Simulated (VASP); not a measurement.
# NbC (Fm-3m) in VASP: further runs, part 2 of 2

VASP 6.6.1.

### Step 3. Vibrations by perturbation theory, LDA (11.01 Å³/atom)

This run uses another cell than the first one, of 11.01 Å³/atom.

INCAR reads:

```
  PREC = Accurate
  ENCUT = 600
  EDIFF = 1E-8
  ISMEAR = -1
  SIGMA = 0.08
  LREAL = False
  LASPH = True
  NELM = 120
  ALGO = Normal
  ISIF = 2
  LWAVE = False
  LCHARG = False
  IBRION = 8
  NSW = 1
  GGA_COMPAT = False
```

KPOINTS reads:

```
regular mesh
0
Gamma
  14 14 14
```

POSCAR reads:

```
NbC
1.0
    0.0000000000      2.2246117942      2.2246117942
    2.2246117942      0.0000000000      2.2246117942
    2.2246117942      2.2246117942      0.0000000000
Nb C
1 1
Direct
    0.0000000000      0.0000000000      0.0000000000
    0.5000000000      0.5000000000      0.5000000000
```

Potentials or basis: VASP PAW LDA potentials, release 64 (Nb_sv, C).

The run is started by

```console
cat potpaw_LDA.64/Nb_sv/POTCAR potpaw_LDA.64/C/POTCAR > POTCAR
mpirun -np 1 vasp_std > vasp.out
```

OUTCAR:

```text
PREC = Accurate
   ENCUT = 600
   EDIFF = 1E-8
   ISMEAR = -1
   LREAL = False
   LASPH = True
   NELM = 120
   ISIF = 2
   IBRION = 8
   NSW = 1

 ion  position               nearest neighbor table
   1  0.000  0.000  0.000-   2 2.22   2 2.22   2 2.22   2 2.22   2 2.22   2 2.22
   2  0.500  0.500  0.500-   1 2.22   1 2.22   1 2.22   1 2.22   1 2.22   1 2.22

  LATTYP: Found a face centered cubic cell.
 ALAT       =     4.4492235884

  Lattice vectors:

 A1 = (   0.0000000000,   2.2246117942,   2.2246117942)
 A2 = (   2.2246117942,   0.0000000000,   2.2246117942)
 A3 = (   2.2246117942,   2.2246117942,   0.0000000000)

Analysis of symmetry for initial positions (statically):
=====================================================================
 Subroutine PRICEL returns:
 Original cell was already a primitive cell.

 Routine SETGRP: Setting up the symmetry group for a
 face centered cubic supercell.

 Subroutine GETGRP returns: Found 48 space group operations
 (whereof 48 operations were pure point group operations)
 out of a pool of 48 trial point group operations.

The static configuration has the point symmetry O_h .

Analysis of symmetry for dynamics (positions and initial velocities):
=====================================================================
 Subroutine PRICEL returns:
 Original cell was already a primitive cell.

 Routine SETGRP: Setting up the symmetry group for a
 face centered cubic supercell.

 Subroutine GETGRP returns: Found 48 space group operations
 (whereof 48 operations were pure point group operations)
 out of a pool of 48 trial point group operations.

The dynamic configuration has the point symmetry O_h .

 Subroutine INISYM returns: Found 48 space group operations
 (whereof 48 operations are pure point group operations),
 and found     1 'primitive' translations

----------------------------------------------------------------------------------------

                                     Primitive cell

  volume of cell :      22.0188

  direct lattice vectors                    reciprocal lattice vectors
     0.000000000  2.224611794  2.224611794    -0.224758316  0.224758316  0.224758316
     2.224611794  0.000000000  2.224611794     0.224758316 -0.224758316  0.224758316
     2.224611794  2.224611794  0.000000000     0.224758316  0.224758316 -0.224758316

  length of vectors
     3.146076170  3.146076170  3.146076170     0.389292822  0.389292822  0.389292822

  position of ions in fractional coordinates (direct lattice)
     0.000000000  0.000000000  0.000000000
     0.500000000  0.500000000  0.500000000

  ion indices of the primitive-cell ions
   primitive index   ion index
                 1           1
                 2           2

[... 138 lines left out ...]
      9      12.4007      1.92821
     10      12.4007      1.92821
     11      12.4007      1.92821
     12      12.9890      0.03381
[... 331 lines left out ...]
 k-point    24 :       0.2857    0.1429    0.0000
  band No.  band energies     occupation
      1     -42.6959      2.00000
      2     -19.0790      2.00000
      3     -18.7411      2.00000
      4     -18.7260      2.00000
      5       0.8068      2.00000
      6       7.3678      2.00000
      7       8.9345      2.00000
      8       9.5568      2.00000
      9      11.4778      2.00000
     10      13.7843      0.00000
     11      14.8302      0.00000
     12      16.3510      0.00000

 [... further k-points ...]

------------------------ aborting loop because EDIFF is reached ----------------------------------------

  FORCE on cell =-STRESS in cart. coord.  units (eV):
  Direction    XX          YY          ZZ          XY          YZ          ZX
  --------------------------------------------------------------------------------------
  -------------------------------------------------------------------------------------
  Total       -0.6670826     -0.6670826     -0.6670826      0.0000000      0.0000000     -0.0000000
  in kB      -48.5397421    -48.5397421    -48.5397421      0.0000000      0.0000000     -0.0000000
  external PRESSURE =     -48.5397421 kB  Pullay stress =       0.0000000 kB

 VOLUME and BASIS-vectors are now :
 -----------------------------------------------------------------------------
  energy-cutoff  :      600.00
  volume of cell :       22.02
      direct lattice vectors                 reciprocal lattice vectors
     0.000000000  2.224611794  2.224611794    -0.224758316  0.224758316  0.224758316
     2.224611794  0.000000000  2.224611794     0.224758316 -0.224758316  0.224758316
     2.224611794  2.224611794  0.000000000     0.224758316  0.224758316 -0.224758316

 POSITION                                       TOTAL-FORCE (eV/Angst)
 -----------------------------------------------------------------------------------
      0.00000      0.00000      0.00000        -0.000000     -0.000000     -0.000000
      2.22461      2.22461      2.22461         0.000000      0.000000      0.000000
 -----------------------------------------------------------------------------------
    total drift:                               -0.000000      0.000000      0.000000

  FREE ENERGIE OF THE ION-ELECTRON SYSTEM (eV)
  ---------------------------------------------------
  free  energy   TOTEN  =       -22.6481157239 eV

  energy  without entropy=      -22.6337540994  energy(sigma->0) =      -22.64093491

[... ionic steps 2 to 3 ...]

--------------------------------------- Ionic step        4  -------------------------------------------

------------------------ aborting loop because EDIFF is reached ----------------------------------------

[... ionic steps 5 to 6 ...]

--------------------------------------- Ionic step        7  -------------------------------------------

 Free energy of the ion-electron system (eV)
  ---------------------------------------------------
  ---------------------------------------------------
  free energy    TOTEN  =        -0.11901229 eV

  energy without entropy =       -0.11901229

------------------------ aborting loop because EDIFF is reached ----------------------------------------

 INTERNAL STRAIN TENSOR  FOR ION    2  DIRECTION 1   (eV/Angst):
 -----------------------------------------------------------------------------
     0.00191  0.00000  0.00000
     0.00000 -0.00062  0.00000
     0.00000  0.00000 -0.00062

 INTERNAL STRAIN TENSOR FOR ION    2 for displacements in x,y,z  (eV/Angst):
          X           Y           Z          XY          YZ          ZX
  --------------------------------------------------------------------------------
  x     0.00000     0.00000     0.00000     0.00000     0.00000     0.00000
  y     0.00000     0.00000     0.00000     0.00000     0.00000     0.00000
  z     0.00000     0.00000     0.00000     0.00000     0.00000     0.00000

 SECOND DERIVATIVES (NOT SYMMETRIZED)
 ------------------------------------
               1X          1Y          1Z          2X          2Y          2Z
  1X   -11.226716    0.000000    0.000000   11.226716    0.000000    0.000000
  1Y     0.000000  -11.226716    0.000000    0.000000   11.226716    0.000000
  1Z     0.000000    0.000000  -11.226716    0.000000    0.000000   11.226716
  2X    11.179778    0.000000    0.000000  -11.179778    0.000000    0.000000
  2Y     0.000000   11.179778    0.000000    0.000000  -11.179778    0.000000
  2Z     0.000000    0.000000   11.179778    0.000000    0.000000  -11.179778

 Eigenvectors and eigenvalues of the dynamical matrix
 ----------------------------------------------------

   1 f  =   16.031795 THz   100.730739 2PiTHz  534.763120 cm-1    66.302147 meV
             X         Y         Z           dx          dy          dz
      0.000000  0.000000  0.000000     0.338972   -0.000000    0.000000
      2.224612  2.224612  2.224612    -0.940796   -0.000000    0.000000
[... 21 lines left out ...]
   6 f/i=    0.010710 THz     0.067293 2PiTHz    0.357246 cm-1     0.044293 meV
             X         Y         Z           dx          dy          dz
      0.000000  0.000000  0.000000     0.110352   -0.931028   -0.078150
      2.224612  2.224612  2.224612     0.039760   -0.335453   -0.028158

--------------------------------------------------------------------------------------------------------

 ELASTIC MODULI CONTR FROM IONIC RELAXATION (kBar)
 Direction    XX          YY          ZZ          XY          YZ          ZX
 --------------------------------------------------------------------------------
 XX           0.0000      0.0000      0.0000      0.0000      0.0000      0.0000
 YY           0.0000      0.0000      0.0000      0.0000      0.0000      0.0000
 ZZ           0.0000      0.0000      0.0000      0.0000      0.0000      0.0000
 XY           0.0000      0.0000      0.0000      0.0000      0.0000      0.0000
 YZ           0.0000      0.0000      0.0000      0.0000      0.0000      0.0000
 ZX           0.0000      0.0000      0.0000      0.0000      0.0000      0.0000
 --------------------------------------------------------------------------------
```

Wall time 16 min (1 thread of Intel Xeon 8259CL, shared host); peak memory 0.33 GiB.

Results:

* Highest phonon frequency at Γ: 535 cm⁻¹

Phonon frequencies in cm⁻¹ (negative: imaginary):
| q point | frequencies |
| --- | --- |
| (0.000, 0.000, 0.000) | 0 0 0 535 535 535 |

Caveat: the cell stands under pressure or tension, which shifts response properties.
